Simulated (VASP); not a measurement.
# Ta3Si5C5N3 in VASP: notebook

Ta3Si5C5N3 is run at these levels: PBE; tasks: single point.

All numbers are computed with VASP 6.6.1; they aren't measurements. Logs are shortened: lines on timing, memory, paths and dates and some standing lists are left out, and cuts for length are marked.

**1. The cell of the first run**

The cell holds a disordered packing, 16 atoms: a = 5.531 Å, b = 5.986 Å, c = 5.876 Å, α = 90.14°, β = 87.21°, γ = 96.12°.

**2. Single point, PBE**

INCAR

```
PREC     = Accurate       # precision mode
ENCUT    = 520            # plane-wave cutoff, eV
EDIFF    = 1E-6           # SCF threshold, eV
ISMEAR   = -1             # smearing method
SIGMA    = 0.2482         # smearing width, eV
LREAL    = Auto         
LASPH    = T              # aspherical terms in the spheres
NELM     = 120            # most SCF steps
ALGO     = Normal         # electronic algorithm
ISIF     = 2              # what is computed and relaxed
LWAVE    = F              # write WAVECAR
LCHARG   = F              # write CHGCAR
GGA      = PE             # functional
ISYM     = -1           
NBANDS   = 58             # bands
GGA_COMPAT= F
```

KPOINTS

```
explicit points
1
Reciprocal
  0.25000000   0.25000000   0.25000000 1
```

POSCAR

```
Ta3Si5C5N3
1.0
    5.5208870000     -0.3069000000      0.1387320000
   -0.3069000000      5.9781400000     -0.0034560000
    0.1387320000     -0.0034560000      5.8739650000
Si C Ta N
5 5 3 3
Direct
    0.5258520772      0.7216495634      1.1496291705
    0.9173760477      0.4343707894      0.6049426191
    0.1541225905      0.5297739433      0.0774242209
    0.5200261647      0.4083049401      0.8770441826
    0.2541824166      1.0556492952     -0.1288500887
    0.4205515381      0.0070076886      0.5022211168
    0.0580325541      0.2657512947      0.0075966514
    0.0009899793      0.6141759240      0.8448593497
    1.1203773959      0.6258482632      0.3888059828
    0.2758115675      0.1924871807      0.5326227421
    0.5031355450      0.6252723924      0.5580443433
    0.9901680672     -0.0105532344      0.4530404134
    0.7635058232      0.0354670560      0.9001994197
    0.6453097356      0.9642133211      0.5412805849
    0.0341811619      0.8370208463      0.7464129805
    1.0074934883      0.0600179933      0.1406872250
```

Potentials or basis: VASP PAW PBE potentials, release 64 (Si, C, Ta_pv, N).

Launch:

```sh
$ cat potpaw_PBE.64/Si/POTCAR potpaw_PBE.64/C/POTCAR potpaw_PBE.64/Ta_pv/POTCAR potpaw_PBE.64/N/POTCAR > POTCAR
$ mpirun -np 1 vasp_std > vasp.out
```

OUTCAR:

```text
PREC = Accurate
   ENCUT = 520
   EDIFF = 1E-6
   ISMEAR = -1
   LREAL = Auto
   LASPH = T
   NELM = 120
   ISIF = 2
   GGA = PE
   ISYM = -1

 ion  position               nearest neighbor table
   1  0.526  0.722  0.150-   3 2.30   4 2.46  11 2.46  13 2.59   9 2.60   5 3.13
   2  0.917  0.434  0.605-   8 1.82   9 1.94  10 2.60   4 2.65  11 2.69  12 2.87  13 2.98  11 3.32

   3  0.154  0.530  0.077-   7 1.67   8 1.75   9 1.92   1 2.30   4 2.47
   4  0.520  0.408  0.877-  11 2.29   5 2.44   1 2.46   3 2.47   2 2.65  13 2.73
   5  0.254  0.056  0.871-  15 1.86   7 1.90  16 2.04  10 2.15   6 2.34   4 2.44  13 2.70  13 2.85
                            12 2.92   1 3.13
   6  0.421  0.007  0.502-  14 1.33  10 1.44   5 2.34  12 2.40  11 2.40
   7  0.058  0.266  0.008-  16 1.45   3 1.67   5 1.90  13 2.14
   8  0.001  0.614  0.845-  15 1.45   3 1.75   2 1.82
   9  0.120  0.626  0.389-   3 1.92   2 1.94  11 2.38  12 2.39   1 2.60
  10  0.276  0.192  0.533-   6 1.44  12 1.96   5 2.15   2 2.60  11 2.76
  11  0.503  0.625  0.558-  14 2.10   4 2.29   9 2.38   6 2.40   1 2.46   2 2.69  10 2.76  12 3.31
                             2 3.32  13 3.41
  12  0.990  0.989  0.453-  16 1.88  14 1.94  10 1.96  15 1.99   9 2.39   6 2.40   2 2.87  13 2.88
                             5 2.92  11 3.31  13 3.56
  13  0.764  0.035  0.900-  16 2.00   7 2.14  15 2.17  14 2.26   1 2.59   5 2.70   4 2.73   5 2.85
                            12 2.88   2 2.98  11 3.41  12 3.56
  14  0.645  0.964  0.541-   6 1.33  12 1.94  11 2.10  13 2.26
  15  0.034  0.837  0.746-   8 1.45   5 1.86  12 1.99  13 2.17
  16  0.007  0.060  0.141-   7 1.45  12 1.88  13 2.00   5 2.04

IMPORTANT INFORMATION: All symmetrisations will be switched off!
NOSYMM: (Re-)initialisation of all symmetry stuff for point group C_1.

----------------------------------------------------------------------------------------

                                     Primitive cell

  volume of cell :     193.2000

  direct lattice vectors                    reciprocal lattice vectors
     5.520887000 -0.306900000  0.138732000     0.181756601  0.009328367 -0.004287260
    -0.306900000  5.978140000 -0.003456000     0.009328367  0.167754930 -0.000121618
     0.138732000 -0.003456000  5.873965000    -0.004287260 -0.000121618  0.170343943

  length of vectors
     5.531150644  5.986013483  5.875604082     0.182046316  0.168014135  0.170397929

  position of ions in fractional coordinates (direct lattice)
     0.525852077  0.721649563  0.149629170
     0.917376048  0.434370789  0.604942619
     0.154122591  0.529773943  0.077424221
     0.520026165  0.408304940  0.877044183
     0.254182417  0.055649295  0.871149911
     0.420551538  0.007007689  0.502221117
[... 8 lines left out ...]
     0.034181162  0.837020846  0.746412980
     0.007493488  0.060017993  0.140687225

  ion indices of the primitive-cell ions
   primitive index   ion index
                 1           1
                 2           2
                 3           3
                 4           4
                 5           5
                 6           6
[... 8 lines left out ...]
                15          15
                16          16

----------------------------------------------------------------------------------------

 KPOINTS: explicit points

Read explicit list of k-points.

 Found      1 k-points:

 Following reciprocal coordinates:
            Coordinates               Weight
  0.250000  0.250000  0.250000      1.000000
   k-points           NKPTS =      1   k-points in BZ     NKDIM =      1   number of bands    NBANDS=     58
   number of dos      NEDOS =    301   number of ions     NIONS =     16
   total plane-waves  NPLWV =  96768
   dimension x,y,z NGX =    42 NGY =   48 NGZ =   48
   dimension x,y,z NGXF=    84 NGYF=   96 NGZF=   96
   ions per type =               5   5   3   3
   NGX,Y,Z   is equivalent  to a cutoff of  12.62, 13.33, 13.58 a.u.
   NGXF,Y,Z  is equivalent  to a cutoff of  25.25, 26.66, 27.16 a.u.
 SYSTEM =  unknown system
   PREC   = accura    normal or accurate (medium, high low for compatibility)
   ISTART =      0    job   : 0-new  1-cont  2-samecut
   ICHARG =      2    charge: 1-file 2-atom 10-const
   ISPIN  =      1    spin polarized calculation?
   LNONCOLLINEAR =      F non collinear calculations
   LSORBIT =      F    spin-orbit coupling
   LASPH  =      T    aspherical Exc in radial PAW
   ENCUT  =  520.0 eV  38.22 Ry    6.18 a.u.  10.28 11.13 10.92*2*pi/ulx,y,z
   NELM   =    120;   NELMIN=  2; NELMDL= -5     # of ELM steps
   EDIFF  = 0.1E-05   stopping-criterion for ELM
   LREAL  =      T    real-space projection
   EDIFFG = 0.1E-04   stopping-criterion for IOM
   NSW    =      0    number of steps for IOM
   IBRION =     -1    ionic relax: 0-MD 1-quasi-New 2-CG
   NFREE  =      0    steps in history (QN), initial steepest desc. (CG)
   ISIF   =      2    stress and relaxation
   ISYM   =     -1    0-nonsym 1-usesym 2-fastsym
   POTIM  = 0.5000    time-step for ionic-motion
   TEBEG  =    0.0;   TEEND  =   0.0 temperature during run
   PSTRESS=    0.0 pullay stress
   NELECT =      88.0000    total number of electrons
   NUPDOWN=      -1.0000    fix difference up-down
   EMIN   =  10.00;   EMAX   =-10.00  energy-range for DOS
   EFERMI =   0.00;   METHOD = LEGACY
   ISMEAR =    -1;   SIGMA  =   0.25  broadening in eV -4-tet -1-fermi 0-gaus
   EFERMI_NEDOS =   21; number of points for ismear=-14 and -15
   IALGO  =     38    algorithm
   IMIX   =      4    mixing-type and parameters
     AMIX     =   0.40;   BMIX     =  1.00
     AMIX_MAG =   1.60;   BMIX_MAG =  1.00
  volume/ion in A,a.u.               =      12.07        81.49
  Fermi-wavevector in a.u.,A,eV,Ry     =   1.259602  2.380303 21.586967  1.586597
  Thomas-Fermi vector in A             =   2.393154
   LORBIT       =      0    0 simple, 1 ext, 2 COOP (PROOUT), +10 PAW based schemes
   GGA     = PE    functional components
   LHFCALC =     F    Hartree Fock is set to
   AEXX    =    0.0000 exact exchange contribution
   IVDW    =     0    specifies the selected vdW correction
   LEPSILON=     F    determine dielectric tensor
   LRPA    =     F    only Hartree local field effects (RPA)
 non-spin polarized calculation
  energy-cutoff  :      520.00
  volume of cell :      193.20
 maximum number of plane-waves:      5196
 NGX is ok and might be reduce to    42
   NGX = 21   NGY = 23   NGZ = 21

 number of electron      87.9999996 magnetization

 Free energy of the ion-electron system (eV)
  ---------------------------------------------------
  ext. energy  EPLUGINS =         0.00000000
  ---------------------------------------------------
  free energy    TOTEN  =      -122.19821885 eV

  energy without entropy =     -121.11944116  energy(sigma->0) =     -121.65883001

 E-fermi :   7.1333     XC(G=0): -11.3323

 val. band max:        6.9412348864   @ k =   0.2500   0.2500   0.2500
 cond. band min:       7.2858473013   @ k =   0.2500   0.2500   0.2500
 fundamental gap:      0.3446124150
 Fermi energy:         7.1333288408

 k-point     1 :       0.2500    0.2500    0.2500
  band No.  band energies     occupation
      1     -28.2117      2.00000
      2     -28.0390      2.00000
      3     -27.9243      2.00000
      4     -27.7777      2.00000
      5     -27.6186      2.00000
      6     -27.5823      2.00000
[... 48 lines left out ...]
     55      10.8855      0.00000
     56      11.1974      0.00000
 [bands above 56 left out]

------------------------ aborting loop because EDIFF is reached ----------------------------------------

  FORCE on cell =-STRESS in cart. coord.  units (eV):
  Direction    XX          YY          ZZ          XY          YZ          ZX
  --------------------------------------------------------------------------------------
  -------------------------------------------------------------------------------------
  Total       18.0161566     18.2773583     35.0513171      8.3788172     -5.7296557      4.9155009
  in kB      149.4051728    151.5712780    290.6750987     69.4842223    -47.5151399     40.7634813
  external PRESSURE =     197.2171832 kB  Pullay stress =       0.0000000 kB

 VOLUME and BASIS-vectors are now :
 -----------------------------------------------------------------------------
  energy-cutoff  :      520.00
  volume of cell :      193.20
      direct lattice vectors                 reciprocal lattice vectors
     5.520887000 -0.306900000  0.138732000     0.181756601  0.009328367 -0.004287260
    -0.306900000  5.978140000 -0.003456000     0.009328367  0.167754930 -0.000121618
     0.138732000 -0.003456000  5.873965000    -0.004287260 -0.000121618  0.170343943

 POSITION                                       TOTAL-FORCE (eV/Angst)
 -----------------------------------------------------------------------------------
      2.70245      4.15222      0.94937         1.189936     -0.536668     -1.790900
      5.01535      2.31310      3.67918        -0.488413     -0.473867     -1.374367
      0.69905      3.11950      0.47434         0.033303      3.452071      4.126205
      2.86737      2.27828      5.22246         1.758476     -1.705988      2.621309
      1.50709      0.25166      5.15217         0.595690     -1.112530     -0.527237
      2.38934     -0.08891      3.00835        -0.698903      2.081741      0.937850
[... 8 lines left out ...]
      0.03538      4.99076      4.38625        -0.286765     -1.029479      3.931741
      0.04247      0.35601      0.82722         1.471937      0.322870     -1.925109
 -----------------------------------------------------------------------------------
    total drift:                                0.010253      0.002615      0.009351

  FREE ENERGIE OF THE ION-ELECTRON SYSTEM (eV)
  ---------------------------------------------------
  free  energy   TOTEN  =      -122.1982188533 eV

  energy  without entropy=     -121.1194411616  energy(sigma->0) =     -121.65883001
```

Run time: 22 s. Hardware: 1 thread of Intel Xeon 6975P-C (Granite Rapids), shared host; peak memory 0.3 GiB.

Results:

```
Free energy   : -122.1982 eV
Pressure      : 19.7 GPa
Largest force : 5.814 eV/Å
```

Forces in eV/Å, atoms in the order of the input:
```
Si   1.190 -0.537 -1.791
Si  -0.488 -0.474 -1.374
Si   0.033  3.452  4.126
Si   1.758 -1.706  2.621
Si   0.596 -1.113 -0.527
C   -0.699  2.082  0.938
C   -0.769 -5.750 -0.383
C   -0.289  3.999 -2.050
C   -0.252 -0.382 -1.889
C    4.832  0.989  0.797
Ta  -2.980  1.476 -2.143
Ta   0.459 -1.828 -0.251
Ta  -3.539  0.753 -0.497
N   -1.038 -0.254  0.416
N   -0.287 -1.029  3.932
N    1.472  0.323 -1.925
```

Stress tensor (GPa, compression positive):
```
14.94  6.95  4.08
 6.95 15.16 -4.75
 4.08 -4.75 29.07
```

Caveat: the atoms stand as in a frame of molecular dynamics; spin-orbit coupling is left out, which moves the levels of the heavy elements.

**3. Single point, PBE**

This run uses another cell than the first one, of 12.56 Å³/atom.

INCAR

```
  PREC = Accurate
  ENCUT = 520
  EDIFF = 1E-7
  ISMEAR = 0
  SIGMA = 0.1
  LREAL = Auto
  LASPH = True
  NELM = 100
  ALGO = Normal
  ISIF = 2
  LWAVE = False
  LCHARG = False
  GGA = PE
  NBANDS = 58
```

KPOINTS

```
regular mesh
0
Gamma
  6 6 6
```

POSCAR

```
Ta3Si5C5N3
1.0
    5.6587680000     -0.3771720000     -0.3017030000
   -0.4024610000      5.7760120000      0.0301230000
   -0.3340510000      0.0033510000      6.1950060000
Si C Ta N
5 5 3 3
Direct
    0.5537890990      0.4749075290      0.0383246607
    0.7861471860      0.3515283511      0.3438372702
    0.1547865308      0.4680074298      0.0951720679
    0.7527065154      0.3380264381      0.7259300354
    0.2334996173      0.0159182744      0.9530321702
    0.3836449414      0.9160557332      0.6246253022
    0.0135801400      0.1599221792      0.0907414260
    0.0209592205      0.5657964578      0.8098817349
    0.0618787036      0.5724551142      0.3493040409
    0.2762726659      0.1300441469      0.6275895149
    0.3271970300      0.5250839444      0.6289353721
    0.9734494689      0.8660530720      0.5320494248
    0.6864764657      0.9549243257      0.9322838001
    0.5763626204      0.8132353904      0.5690825001
    0.9807620967      0.7953102144      0.8665481586
    0.8664353401      0.0694930152      0.2588764586
```

Potentials or basis: VASP PAW PBE potentials, release 64 (Si, C, Ta_pv, N).

Launch:

```sh
$ cat potpaw_PBE.64/Si/POTCAR potpaw_PBE.64/C/POTCAR potpaw_PBE.64/Ta_pv/POTCAR potpaw_PBE.64/N/POTCAR > POTCAR
$ mpirun -np 1 vasp_std > vasp.out
```

OUTCAR:

```text
PREC = Accurate
   ENCUT = 520
   EDIFF = 1E-7
   ISMEAR = 0
   LREAL = Auto
   LASPH = True
   NELM = 100
   ISIF = 2
   GGA = PE

 ion  position               nearest neighbor table
   1  0.554  0.475  0.038-   3 2.33   2 2.35   4 2.53  11 2.75  13 2.87   5 3.03  13 3.29
   2  0.786  0.352  0.344-  16 1.85   9 1.88   1 2.35   4 2.40   7 2.49   3 2.74  12 3.21  12 3.30

   3  0.155  0.468  0.095-   9 1.85   7 1.85   8 1.96   1 2.33   2 2.74   5 2.88   4 3.08  11 3.15
                            11 3.36
   4  0.753  0.338  0.726-   8 1.91   2 2.40   1 2.53  13 2.55  11 2.79   3 3.08
   5  0.233  0.016  0.953-  15 1.82   7 1.87  10 2.15   6 2.40  13 2.66   3 2.88  12 2.94   1 3.03
                            13 3.07
   6  0.384  0.916  0.625-  14 1.39  10 1.45  11 2.24  12 2.32   5 2.40  13 2.42
   7  0.014  0.160  0.091-  16 1.46   3 1.85   5 1.87  13 2.20   2 2.49
   8  0.021  0.566  0.810-  15 1.43   4 1.91   3 1.96  11 2.21  12 2.46
   9  0.062  0.572  0.349-   3 1.85   2 1.88  12 2.19  11 2.21
  10  0.276  0.130  0.628-   6 1.45   5 2.15  12 2.18  11 2.27
  11  0.327  0.525  0.629-  14 2.09   8 2.21   9 2.21   6 2.24  10 2.27   1 2.75   4 2.79  12 3.02
                             3 3.15   3 3.36  13 3.43
  12  0.973  0.866  0.532-  15 2.11  16 2.14  10 2.18   9 2.19  14 2.27   6 2.32   8 2.46   5 2.94
                            11 3.02  13 3.19   2 3.21   2 3.30
  13  0.686  0.955  0.932-  15 2.09   7 2.20  16 2.23  14 2.40   6 2.42   4 2.55   5 2.66   1 2.87
[... 1646 lines left out ...]
 [bands above 56 left out]

------------------------ aborting loop because EDIFF is reached ----------------------------------------

  FORCE on cell =-STRESS in cart. coord.  units (eV):
  Direction    XX          YY          ZZ          XY          YZ          ZX
  --------------------------------------------------------------------------------------
  -------------------------------------------------------------------------------------
  Total       -0.6040755      1.0503055      0.4930834      0.0788672     -0.2099042      0.2551931
  in kB       -4.8159294      8.3734521      3.9310567      0.6287608     -1.6734395      2.0345003
  external PRESSURE =       2.4961931 kB  Pullay stress =       0.0000000 kB

 VOLUME and BASIS-vectors are now :
 -----------------------------------------------------------------------------
  energy-cutoff  :      520.00
  volume of cell :      200.97
      direct lattice vectors                 reciprocal lattice vectors
     5.658768000 -0.377172000 -0.301703000     0.178052022  0.012356274  0.009594349
    -0.402461000  5.776012000  0.030123000     0.011621750  0.173936837  0.000532589
    -0.334051000  0.003351000  6.195006000     0.008614802 -0.000243999  0.161885009

 POSITION                                       TOTAL-FORCE (eV/Angst)
 -----------------------------------------------------------------------------------
      2.92983      2.53433      0.08465        -0.109822     -0.023309      0.015857
      4.19229      1.73507      1.90348         0.001702     -0.071050      0.000150
      0.65575      2.64515      0.55699         0.045750      0.018168     -0.003066
      3.88085      1.67098      4.28023         0.029893     -0.065906     -0.013639
      0.99655      0.00707      5.83407         0.005207     -0.043403     -0.026484
      1.59362      5.14854      3.78141         0.177126      0.095432      0.009289
[... 8 lines left out ...]
      4.94035      4.22671      5.09633        -0.105946     -0.110592      0.171945
      4.78851      0.07546      1.34443         0.074863      0.116561      0.053337
 -----------------------------------------------------------------------------------
    total drift:                                0.002369      0.004542     -0.001356

  FREE ENERGIE OF THE ION-ELECTRON SYSTEM (eV)
  ---------------------------------------------------
  free  energy   TOTEN  =      -129.5362051689 eV

  energy  without entropy=     -129.5291464709  energy(sigma->0) =     -129.53267582
```

stdout:

```text
POSCAR found type information on POSCAR SiC TaN
 POSCAR found :  4 types and      16 ions
 scaLAPACK will be used
 LDA part: xc-table for (Slater+PW92), standard interpolation
 POSCAR, INCAR and KPOINTS ok, starting setup
 FFT: planning ... GRIDC
 FFT: planning ... GRID_SOFT
 FFT: planning ... GRID
 WAVECAR not read
 entering main loop
```

It took 57 min on 1 thread of Oxide Virtual Turin-like, shared host; peak memory 0.8 GiB.

Results:

```yaml
Free_energy: -129.5362 eV
Pressure: 0.2 GPa
Largest_force: 0.230 eV/Å
Band_gap_on_the_k_mesh: 0.09 eV (least direct gap 0.20 eV)
```

Forces on the atoms (eV/Å):
```
Si  -0.110 -0.023  0.016
Si   0.002 -0.071  0.000
Si   0.046  0.018 -0.003
Si   0.030 -0.066 -0.014
Si   0.005 -0.043 -0.026
C    0.177  0.095  0.009
C   -0.003  0.068 -0.055
C    0.075 -0.022  0.075
C    0.115  0.012  0.062
C   -0.208 -0.019 -0.014
Ta  -0.022 -0.103 -0.059
Ta  -0.156  0.118 -0.083
Ta   0.071 -0.019 -0.029
N    0.007  0.049 -0.104
N   -0.106 -0.111  0.172
N    0.075  0.117  0.053
```

Stress tensor (GPa, compression positive):
```
-0.48  0.06  0.20
 0.06  0.84 -0.17
 0.20 -0.17  0.39
```

Levels at points of the mesh, in eV from the valence-band top:
| k point | band 41 | band 42 | band 43 | band 44 | band 45 | band 46 | band 47 | band 48 |
| --- | --- | --- | --- | --- | --- | --- | --- | --- |
| (0.00, 0.00, 0.00) | -1.57 | -1.08 | -0.98 | -0.06 | 0.38 | 0.60 | 0.89 | 1.32 |
| (0.50, 0.00, 0.00) | -1.54 | -1.13 | -0.82 | -0.16 | 0.12 | 0.80 | 0.99 | 1.54 |
| (0.00, 0.50, 0.00) | -1.38 | -0.97 | -0.37 | -0.09 | 0.39 | 0.75 | 0.97 | 1.43 |
| (0.50, 0.50, 0.00) | -1.29 | -0.97 | -0.58 | -0.38 | 0.09 | 0.74 | 1.01 | 1.41 |
| (0.00, 0.00, 0.50) | -1.52 | -1.34 | -0.84 | -0.28 | 0.16 | 0.63 | 1.10 | 1.22 |
| (0.50, 0.00, 0.50) | -1.46 | -1.17 | -0.79 | -0.26 | 0.15 | 0.69 | 1.13 | 1.25 |
| (0.00, 0.50, 0.50) | -1.28 | -1.21 | -0.83 | -0.70 | 0.49 | 0.71 | 1.00 | 1.24 |
| (0.50, 0.50, 0.50) | -1.08 | -0.68 | -0.65 | -0.09 | 0.11 | 0.60 | 1.19 | 1.26 |

Caveat: spin-orbit coupling is left out, which moves the levels of the heavy elements.
